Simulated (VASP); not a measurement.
Wanted: the native input for a VASP 6.6.1 run.

```
Task                   : single point
Functional             : PBEsol
Potentials or basis    : VASP PAW PBE potentials, release 64 (La)
Cutoff                 : 520 eV
k mesh                 : 10 × 10 × 7
Occupations            : fermi-dirac, width 0.1 eV
Spin                   : no spin polarisation
Dipole correction      : no
Further INCAR settings : ALGO = Normal; EDIFF = 1e-07; NBANDS = 18; ISYM = 0
```

The structure of La lies in POSCAR:

```
La
1.0
   -4.1452706031      4.1569350328      1.7880323074
    4.1569350328     -4.1452706031      1.7880323074
    2.2525821235      2.2525821235     -1.7666688829
La
2
Direct
    0.9980549244      0.0019450756      1.0000000000
    0.7519450756      0.2480549244      0.5000000000
```

These files were run (other wordings do the same):

INCAR

```
ALGO = Normal
EDIFF = 1E-7
ENCUT = 520
GGA = PS
ISIF = 2
ISMEAR = -1
ISYM = 0
LASPH = True
LCHARG = False
LREAL = False
LWAVE = False
NBANDS = 18
NELM = 100
PREC = Accurate
SIGMA = 0.1
```

KPOINTS

```
k-points
0
Gamma
  10 10 7
```

Potentials or basis: VASP PAW PBE potentials, release 64 (La).

Launch:

```sh
$ cat potpaw_PBE.64/La/POTCAR > POTCAR
$ mpirun -np 1 vasp_std > vasp.out
```

Results of the run:

| Quantity | Value |
| --- | --- |
| Pressure | 0.0 GPa |
| Largest force | 0.014 eV/Å |
| Band gap on the k mesh | zero (bands 11 and 12 overlap by 1.28 eV) |

Caveat: the PAW data sets were made with another functional, which shifts forces and pressure a little; spin-orbit coupling is left out, which moves the levels of the heavy elements.

Wall time 7.8 min on 1 thread of AMD EPYC 9R45 96-Core Processor (Zen 5), with other jobs on the host, peak memory 0.54 GiB.
